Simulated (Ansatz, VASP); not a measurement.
**Cd3TeSe2: VASP beside Ansatz**

Contents of INCAR:

```
  PREC = Accurate
  ENCUT = 520
  EDIFF = 1E-6
  ISMEAR = 0
  SIGMA = 0.1
  LREAL = F
  LASPH = T
  NELM = 60
  ALGO = Normal
  ISIF = 2
  LWAVE = F
  LCHARG = F
  GGA = PE
  NBANDS = 36
```

The input KPOINTS:

```
Automatic mesh
0
Gamma
  3 3 4
```

The input POSCAR:

```
Cd3TeSe2
1.0
    6.2859663300      0.0000000000      0.0000000000
   -3.1429831600      5.4438065300      0.0000000000
    0.0000000000      0.0000000000      4.8769163800
Cd Te Se
3 1 2
Direct
    0.5000000000      0.0000000000      0.5000000000
    0.5000000000      0.5000000000      0.5000000000
    0.0000000000      0.5000000000      0.5000000000
    0.0000000000      0.0000000000      0.0000000000
    0.3333333300      0.6666666700      0.0000000000
    0.6666666700      0.3333333300      0.0000000000
```

Input for Ansatz:

```yaml
crystal:
  lattice:
    - [6.28596633, 0.0, 0.0]
    - [-3.14298316, 5.44380653, 0.0]
    - [0.0, 0.0, 4.87691638]
  atoms:
    - { symbol: Cd, position: [0.5, 0.0, 0.5] }
    - { symbol: Cd, position: [0.5, 0.5, 0.5] }
    - { symbol: Cd, position: [0.0, 0.5, 0.5] }
    - { symbol: Te, position: [0.0, 0.0, 0.0] }
    - { symbol: Se, position: [0.33333333, 0.66666667, 0.0] }
    - { symbol: Se, position: [0.66666667, 0.33333333, 0.0] }
basis:
  ecutwfc: 420
kpoints:
  mp_grid: { grid: [3, 3, 4] }
hamiltonian:
  xc: pbe
scf:
  occupations: { method: gaussian, width: 0.1 }
  lower_state_search: "off"
output:
  forces: true
  stress: true
  eigenvalues: true
```

Change from the starting cell: species swapped into the SmAl3Pd2 type (P6/mmm, No. 191).

Alike in both runs: task single point; functional PBE; k mesh 3 × 3 × 4; occupations gaussian, width 0.1 eV; no spin polarisation.

```csv
,VASP,Ansatz
version,VASP 6.6.1,Ansatz 0.2.0
potentials or method,"VASP PAW PBE potentials, release 64 (Cd, Te, Se), cutoff 520 eV","scalar-relativistic, plane waves, PAW"
valence electrons in the cell,54,108
```

Ansatz gave:

| Property | Result |
| --- | --- |
| gap on the k mesh at the Fermi level (eV) | none |
| pressure (GPa) | -2.6 |
| traceless stress, the component that is largest in VASP (GPa) | -4.29 |

Q: What did VASP give for the same quantities?

A: gap on the k mesh at the Fermi level (eV): none; pressure (GPa): -2.4; traceless stress, the component that is largest in VASP (GPa): -4.23.

A gap of «none» marks a metal or a gap that the smearing closes. VASP's potentials hold 54 valence electrons a cell and Ansatz's 108, so a difference there can come from the potentials and not from the codes.

The k mesh is coarse, so the values compare programs but aren't converged. Neither program's run includes spin-orbit coupling.
